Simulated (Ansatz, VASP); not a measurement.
## One calculation of In3Se, two programs

Contents of INCAR:

```
SYSTEM = In3Se
PREC = Accurate ; ENCUT = 600
EDIFF = 1E-6 ; ISMEAR = 0
SIGMA = 0.1 ; LREAL = .FALSE.
LASPH = .TRUE. ; NELM = 60
ALGO = Normal ; ISIF = 3
LWAVE = .FALSE. ; LCHARG = .FALSE.
GGA = PE ; IBRION = 2
NSW = 100 ; EDIFFG = -0.01
```

KPOINTS

```
regular mesh
0
G
  12 12 6
  0 0 0
```

POSCAR

```
In3Se
1.0
    3.9520875111      0.0000000000      0.0000000000
   -1.9760437556      3.4226081826      0.0000000000
    0.0000000000      0.0000000000      8.4442479296
In Se
3 1
Direct
    0.0000000000      0.0000000000      0.5000000000
    0.3333333333      0.6666666667      0.2191860072
    0.6666666667      0.3333333333      0.7808139928
    0.0000000000      0.0000000000      0.0000000000
```

Input for Ansatz:

```yaml
crystal:
  lattice:
    - [3.9520875111, 0.0, 0.0]
    - [-1.9760437556, 3.4226081826, 0.0]
    - [0.0, 0.0, 8.4442479296]
  atoms:
    - { symbol: In, position: [0.0, 0.0, 0.5] }
    - { symbol: In, position: [0.3333333333, 0.6666666667, 0.2191860072] }
    - { symbol: In, position: [0.6666666667, 0.3333333333, 0.7808139928] }
    - { symbol: Se, position: [0.0, 0.0, 0.0] }
basis:
  ecutwfc: 420
kpoints:
  mp_grid: { grid: [12, 12, 6] }
hamiltonian:
  xc: pbe
scf:
  occupations: { method: gaussian, width: 0.1 }
output:
  forces: true
  stress: true
  eigenvalues: true
relax:
  adjacent_minimum: "off"
  f_tol: 0.01
  max_steps: 80
  cell: { stress_tol: 0.05 }
```

Alike in both runs: task relaxation of cell and atoms; functional PBE; k mesh 12 × 12 × 6; occupations gaussian, width 0.1 eV; no spin polarisation.

|  | VASP | Ansatz |
| --- | --- | --- |
| version | VASP 6.6.1 | Ansatz 0.2.0 |
| potentials or method | VASP PAW PBE potentials, release 64 (In_d, Se), cutoff 600 eV | scalar-relativistic, plane waves, PAW |
| valence electrons in the cell | 45 | 55 |

Ansatz gave:

- gap on the k mesh at the Fermi level, each at its own relaxed structure (eV): none
- relaxed volume (Å³/atom): 28.73
- relaxed length of the cell vector where the two differ most in proportion (Å): 4.016

Q: Estimate VASP's values.

A: gap on the k mesh at the Fermi level, each at its own relaxed structure (eV): none; relaxed volume (Å³/atom): 28.74; relaxed length of the cell vector where the two differ most in proportion (Å): 4.017.

A gap of «none» marks a metal or a gap that the smearing closes. VASP's potentials hold 45 valence electrons a cell and Ansatz's 55, so a difference there can come from the potentials and not from the codes.
